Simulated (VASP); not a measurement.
**AgI: single point with PBE+D3(BJ)**

Crystal: AgI.

```
CELL_PARAMETERS angstrom
4.43585 0.00000 0.00000
-2.21792 3.84156 0.00000
0.00000 0.00000 14.61433
ATOMIC_POSITIONS crystal
Ag 0.00000 0.00000 0.32160
Ag 0.66667 0.33333 0.42865
Ag 0.33333 0.66667 0.92865
Ag 0.00000 0.00000 0.82160
I 0.00000 0.00000 0.01834
I 0.66667 0.33333 0.23141
I 0.33333 0.66667 0.73141
I 0.00000 0.00000 0.51834
```

| Property | Result |
| --- | --- |
| Program | VASP 6.6.1 |
| Task | single point |
| Functional | PBE |
| Dispersion | D3(BJ) |
| Potentials or basis | VASP PAW PBE potentials, release 64 (Ag, I) |
| Cutoff | 500 eV |
| k mesh | 6 × 6 × 2 |
| Occupations | fermi-dirac, width 0.02 eV |
| Spin | no spin polarisation |
| Dipole correction | no |
| Further INCAR settings | ALGO = Normal; EDIFF = 1e-06; NBANDS = 46 |

- Pressure: 0.0 GPa
- Largest force: 0.011 eV/Å
- Band gap on the k mesh: 1.44 eV
- Dispersion energy per atom: -0.363 eV

Forces on the atoms (eV/Å):
```
Ag   0.000  0.000 -0.004
Ag   0.000  0.000  0.004
Ag   0.000  0.000  0.004
Ag   0.000  0.000 -0.004
I    0.000  0.000 -0.011
I    0.000  0.000  0.011
I    0.000  0.000  0.011
I    0.000  0.000 -0.011
```

Levels at points of the mesh, in eV from the valence-band top:
```tsv
k point	band 32	band 33	band 34	band 35	band 36	band 37	band 38	band 39	band 40	band 41
(0.00, 0.00, 0.00)	-0.27	-0.27	-0.20	0.00	0.00	1.44	2.96	3.26	3.46	4.66
(0.50, 0.00, 0.00)	-1.37	-1.10	-0.97	-0.58	-0.16	2.61	2.95	4.01	4.04	4.39
(0.00, 0.00, 0.50)	-0.45	-0.09	-0.09	-0.09	-0.09	2.15	2.15	3.44	3.44	5.09
(0.50, 0.00, 0.50)	-1.55	-1.17	-1.17	-0.35	-0.35	3.04	3.04	3.67	3.67	4.39
```

Run time: 85 s on 1 thread of Intel(R) Xeon(R) 6975P-C (Granite Rapids), with other jobs on the host, peak memory 0.39 GiB.

Caveat: spin-orbit coupling is left out, which moves the levels of the heavy elements.
